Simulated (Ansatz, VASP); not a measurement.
**One calculation of Sn, two programs**

```
Sn
1.0
    -1.75441    1.75461    2.23252
     1.75441   -1.75461    2.23252
     1.75441    1.75461   -2.23252
Sn
1
Direct
  0.00000 0.00000 0.00000
```

Change from the starting cell: strain +0.0300 x Voigt [0, 0, 1, 0, 0, 0], atoms carried along.

Alike in both runs: task single point; functional PBE; dispersion D3(BJ); k mesh 24 × 24 × 24; occupations gaussian, width 0.15 eV; no spin polarisation.

|  | VASP | Ansatz |
| --- | --- | --- |
| version | VASP 6.6.1 | Ansatz 0.2.0 |
| potentials or method | VASP PAW PBE potentials, release 64 (Sn_d), cutoff 520 eV | scalar-relativistic, plane waves, PAW |
| valence electrons in the cell | 14 | 14 |

|  | VASP | Ansatz | Ansatz less VASP |
| --- | --- | --- | --- |
| gap on the k mesh at the Fermi level (eV) | none | none | - |
| pressure (GPa) | -1.5 | -1.4 | +0.07 |
| traceless stress, the component that is largest in VASP (GPa) | 0.07 | 0.06 | -0.001 |

A gap of «none» marks a metal or a gap that the smearing closes.
